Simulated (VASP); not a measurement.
Runs of VASP 6.6.1 on CuO. The structure is that of space group P-6m2 (No. 187), or close to it. The cells are those of the table. 

```csv
task,level,potentials or basis,cell,k mesh,cutoff (eV),smearing,gap on the mesh (eV),pressure (GPa)
single point,LDA,"VASP PAW LDA potentials, release 64 (Cu, O)","a = 2.794, b = 2.794, c = 2.620 Å, angles 90.0, 90.0, 120.0°, 2 atoms",9 × 9 × 8,520,fermi-dirac 0.05 eV,none,0.6
single point,PBE,"VASP PAW PBE potentials, release 64 (Cu, O)","a = 2.836, b = 2.836, c = 2.768 Å, angles 90.0, 90.0, 120.0°, 2 atoms",7 × 7 × 6,520,fermi-dirac 0.03 eV,none,(b)
electric field gradients,PBE,"VASP PAW PBE potentials, release 64 (Cu, O)","a = 2.836, b = 2.836, c = 2.768 Å, angles 90.0, 90.0, 120.0°, 2 atoms",11 × 11 × 10,520,fermi-dirac 0.05 eV,none,-0.2
single point,PBE,"VASP PAW PBE potentials, release 64 (Cu, O)","a = 2.778, b = 2.778, c = 2.712 Å, angles 90.0, 90.0, 120.0°, 2 atoms",11 × 11 × 10,520,fermi-dirac 0.05 eV,none,11.8
single point,PBE,"VASP PAW PBE potentials, release 64 (Cu, O)","a = 2.836, b = 2.836, c = 2.768 Å, angles 90.0, 90.0, 120.0°, 2 atoms",11 × 11 × 10,520,fermi-dirac 0.05 eV,none,0.8
relaxation of cell and atoms,LDA,"VASP PAW LDA potentials, release 64 (Cu, O)","relaxed from a = 2.836, b = 2.836, c = 2.768 Å, angles 90.0, 90.0, 120.0°, 2 atoms",9 × 9 × 8,600,fermi-dirac 0.05 eV,none,-0.1
single point,PBEsol,"VASP PAW PBE potentials, release 64 (Cu, O)","a = 2.830, b = 2.830, c = 2.651 Å, angles 90.0, 90.0, 120.0°, 2 atoms",9 × 9 × 8,520,fermi-dirac 0.05 eV,none,(a)
single point,PBE,"VASP PAW PBE potentials, release 64 (Cu, O)","a = 2.817, b = 2.817, c = 2.750 Å, angles 90.0, 90.0, 120.0°, 2 atoms",11 × 11 × 10,520,fermi-dirac 0.05 eV,none,3.2
```

Alike in all rows: no spin polarisation.

Fill in the values left out.

(a) 0.5; (b) -0.4.

Caveats: some runs use coarse meshes; an odd number of electrons without spin polarisation forces a metal; a magnetic or distorted state may lie lower; semilocal functionals often make such compounds metallic where correlation or magnetic order opens a gap, which also shifts bond lengths; the PAW data sets were made with another functional, which shifts forces and pressure a little (some runs).

A gap of «none» marks levels without a gap at the run's occupations.
